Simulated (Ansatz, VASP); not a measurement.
## One calculation of KBr, two programs

```
Br K
1.0
     0.00000    3.30000    3.30000
     3.30000    0.00000    3.30000
     3.30000    3.30000    0.00000
Br K
1 1
Direct
  0.50000 0.50000 0.50000
  0.00000 0.00000 0.00000
```

Alike in both runs: task single point; functional PBE; k mesh 4 × 4 × 4; occupations fermi-dirac, width 0.04 eV; no spin polarisation.

```csv
,VASP,Ansatz
version,VASP 6.6.1,Ansatz 0.2.0
potentials or method,"VASP PAW PBE potentials, release 64 (Br, K_sv), cutoff 520 eV","all-electron LAPW, scalar-relativistic"
```

Ansatz gave:

```
gap on the k mesh at the Fermi level (eV) : 4.43
least direct gap on the mesh (eV)         : 4.43
pressure (GPa)                            : 0.7
```

Q: Which values does VASP return?

A: gap on the k mesh at the Fermi level (eV): 4.43; least direct gap on the mesh (eV): 4.43; pressure (GPa): 0.8.

Ansatz ran all-electron here, and VASP with PAW potentials.
